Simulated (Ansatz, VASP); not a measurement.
ZrO2: VASP beside Ansatz

The input INCAR:

```
SYSTEM = ZrO2
PREC = Accurate ; ENCUT = 520
EDIFF = 1E-7 ; ISMEAR = -1
SIGMA = 0.02 ; LREAL = .FALSE.
LASPH = .TRUE. ; NELM = 120
ALGO = Normal ; ISIF = 2
LWAVE = .FALSE. ; LCHARG = .FALSE.
GGA = PE ; IBRION = 2
NSW = 80 ; EDIFFG = -0.02
GGA_COMPAT = .FALSE. ; NELMIN = 4
```

Contents of KPOINTS:

```
Automatic mesh
0
G
  8 8 6
  0 0 0
```

The input POSCAR:

```
ZrO2
1.0
    3.5961000000      0.0000000000      0.0000000000
    0.0000000000      3.5961000000      0.0000000000
    0.0000000000      0.0000000000      5.1252300000
Zr O
2 4
Direct
    0.0000000000      0.0000000000      0.0000000000
    0.5000000000      0.5000000000      0.5000000000
    0.0000000000      0.5000000000      0.2011907693
    0.0000000000      0.5000000000      0.7011907693
    0.5000000000      0.0000000000      0.2988092307
    0.5000000000      0.0000000000      0.7988092307
```

Input for Ansatz:

```yaml
crystal:
  lattice:
    - [3.5961, 0.0, 0.0]
    - [0.0, 3.5961, 0.0]
    - [0.0, 0.0, 5.12523]
  atoms:
    - { symbol: Zr, position: [0.0, 0.0, 0.0] }
    - { symbol: Zr, position: [0.5, 0.5, 0.5] }
    - { symbol: O, position: [0.0, 0.5, 0.2011907693] }
    - { symbol: O, position: [0.0, 0.5, 0.7011907693] }
    - { symbol: O, position: [0.5, 0.0, 0.2988092307] }
    - { symbol: O, position: [0.5, 0.0, 0.7988092307] }
kpoints:
  mp_grid: { grid: [8, 8, 6] }
scf:
  occupations: { method: fermi_dirac, width: 0.02 }
hamiltonian:
  xc: pbe
  pseudopotentials: { kind: paw }
output:
  forces: true
  stress: true
  populations: true
  efg:
    quadrupole_moments_barn: { Zr: -0.176, O: -0.02558 }
    contact_densities: true
  write_density: true
  write_potential: true
  elf: true
  volumetric_format: npy
relax:
  f_tol: 0.02
  max_steps: 60
```

Change from the starting cell: z stretched by -1 %, ions relaxed.

Alike in both runs: task relaxation of the atoms; functional PBE; k mesh 8 × 8 × 6; occupations fermi-dirac, width 0.02 eV; no spin polarisation.

```csv
,VASP,Ansatz
version,VASP 6.6.1,Ansatz 0.2.0
potentials or method,"VASP PAW PBE potentials, release 64 (Zr_sv, O)","plane-wave PAW, scalar-relativistic"
plane-wave cutoff (eV),520,420
valence electrons in the cell,48,48
```

Ansatz gave:

- gap on the k mesh at the Fermi level, each at its own relaxed structure (eV): 3.93

Q: Which values does VASP return?

A: gap on the k mesh at the Fermi level, each at its own relaxed structure (eV): 3.92.

Ansatz's warnings: stress scf threshold loose.
